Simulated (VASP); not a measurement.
# WC (zincblende type): relaxation of cell and atoms with PBE

WC (zincblende type):

```
W C
1.0
     0.00000    2.12082    2.12082
     2.12082    0.00000    2.12082
     2.12082    2.12082    0.00000
W C
1 1
Cartesian
  0.0000 0.0000 0.0000
  1.0604 1.0604 1.0604
```

```
Program                : VASP 6.6.1
Task                   : relaxation of cell and atoms
Functional             : PBE
Potentials or basis    : VASP PAW PBE potentials, release 64 (W_sv, C)
Cutoff                 : 600 eV
k mesh                 : 15 × 15 × 15
Occupations            : fermi-dirac, width 0.08 eV
Spin                   : no spin polarisation
Target pressure        : 150 GPa
Dipole correction      : no
Further INCAR settings : ALGO = Normal; EDIFF = 1e-06; IBRION = 2; EDIFFG = -0.005; NSW = 32; ISIF = 3
```

The relaxed volume is 9.57 Å³/atom, the relaxed cell is a = 3.002 Å, b = 3.002 Å, c = 3.002 Å, α = 60.00°, β = 60.00°, γ = 60.00° and the space group after relaxing (to 0.1 Å) is F-43m (No. 216). The energy change on relaxing (the run minimises the enthalpy) is -25.3 meV/atom and the ionic steps are 3. The pressure after relaxing is 149.9 GPa. The band gap on the k mesh is zero (bands 9 and 10 overlap by 1.74 eV).

The path:
```tsv
step	energy change (eV)	largest force (eV/Å)	pressure (GPa)	volume (Å³)
1	0.0000	0.0000	152.22	19.08
2	-0.3320	0.0000	137.56	19.45
3	-0.0507	0.0000	149.95	19.13
```

Final structure:
```cif
data_structure
_symmetry_space_group_name_H-M 'P 1'
_symmetry_Int_Tables_number 1
_cell_length_a 3.0021
_cell_length_b 3.0021
_cell_length_c 3.0021
_cell_angle_alpha 60.000
_cell_angle_beta 60.000
_cell_angle_gamma 60.000
_cell_volume 19.13
loop_
_atom_site_label
_atom_site_type_symbol
_atom_site_fract_x
_atom_site_fract_y
_atom_site_fract_z
_atom_site_occupancy
W1 W 0.00000 0.00000 0.00000 1
C1 C 0.25000 0.25000 0.25000 1
```

Levels at points of the mesh, in eV from the Fermi level:
```
           k point  band 7  band 8  band 9  band 10  band 11  band 12
(0.00, 0.00, 0.00)   -7.71   -7.71   -0.07    -0.07     3.47     9.12
```

Run time: 27 s on 1 thread of Intel(R) Xeon(R) 6975P-C (Granite Rapids) (shared host), peak memory 0.17 GiB.

Caveat: the cell is relaxed towards a set pressure, so the run minimises the enthalpy, not the energy; spin-orbit coupling is left out, which moves the levels of the heavy elements.
